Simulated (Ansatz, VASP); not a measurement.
**One calculation of HfCuSi3, two programs**

```
Hf Si Cu
1.0
     4.17940    0.00000    0.00000
     0.00000    4.17940    0.00000
     0.00000    0.00000    4.17940
Hf Si Cu
1 3 1
Cartesian
  0.0000 0.0000 0.0000
  0.0000 2.0897 2.0897
  2.0897 0.0000 2.0897
  2.0897 2.0897 0.0000
  2.0897 2.0897 2.0897
```

Alike in both runs: task relaxation of cell and atoms; functional PBE; k mesh 4 × 4 × 4; occupations gaussian, width 0.1 eV; no spin polarisation.

```csv
,VASP,Ansatz
version,VASP 6.6.1,Ansatz 0.2.0
potentials or method,"VASP PAW PBE potentials, release 64 (Hf_pv, Si, Cu), cutoff 600 eV","scalar-relativistic, plane waves, PAW"
valence electrons in the cell,33,57
```

VASP gave:

| Item | Value |
| --- | --- |
| gap on the k mesh at the Fermi level, each at its own relaxed structure (eV) | none |
| relaxed volume (Å³/atom) | 17.76 |
| relaxed cell length with the largest relative difference (Å) | 4.462 |

Task: What did Ansatz give for the same quantities?

Result: gap on the k mesh at the Fermi level, each at its own relaxed structure (eV): none; relaxed volume (Å³/atom): 17.71; relaxed cell length with the largest relative difference (Å): 4.457.

A gap of «none» marks a metal or a gap that the smearing closes. VASP's potentials hold 33 valence electrons a cell and Ansatz's 57, so a difference there can come from the potentials and not from the codes.

The k mesh is coarse, so the values compare programs but aren't converged. Spin-orbit coupling is off throughout. Noted on VASP's run: the volume moved by over 15 % at a fixed basis, so the end points are rough.
